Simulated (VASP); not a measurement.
Hf3ZrS8, 12 atoms in the cell. The structure is monoclinic, space group C2/m (No. 12). Conventional cell: a = 13.145 Å, b = 7.316 Å, c = 6.333 Å, α = 90.00°, β = 90.01°, γ = 90.00°. Within 3.4 Å of Zr (site symmetry 2/m) lie 6 S at 2.57 Å. Hf (site symmetry 2) has 6 S at 2.56 Å within 3.4 Å. Within 3.4 Å of Hf (site symmetry 2/m) lie 6 S at 2.56 Å. S (site symmetry m) has 3 Hf at 2.56 Å within 3.4 Å. S (site symmetry m) has 2 Hf at 2.56 Å and 1 Zr at 2.57 Å within 3.4 Å. S (site symmetry 1) has 2 Hf at 2.56 Å and 1 Zr at 2.57 Å within 3.4 Å. 

```yaml
Program: VASP 6.6.1
Task: single point
Functional: PBE
Potentials_or_basis: VASP PAW PBE potentials, release 64 (Zr_sv, Hf_pv, S)
Cutoff: 520 eV
k_mesh: 4 × 4 × 4
Occupations: gaussian, width 0.1 eV
Spin: no spin polarisation
Dipole_correction: no
Further_INCAR_settings: ALGO = Normal; EDIFF = 1e-07; NBANDS = 57
```

Potentials or basis: VASP PAW PBE potentials, release 64 (Zr_sv, Hf_pv, S).

The run is started by

```console
$ cat potpaw_PBE.64/Zr_sv/POTCAR potpaw_PBE.64/Hf_pv/POTCAR potpaw_PBE.64/S/POTCAR > POTCAR
$ mpirun -np 1 vasp_std > vasp.out
```

Hardware: 1 thread of Intel Xeon 8259CL (shared host).

Task: How long does it take, and how much memory?

Result: It took 17 min on 1 thread of Intel Xeon 8259CL, with other jobs on the host, peak memory 0.62 GiB. Counts: scf iterations 18, k points 24.
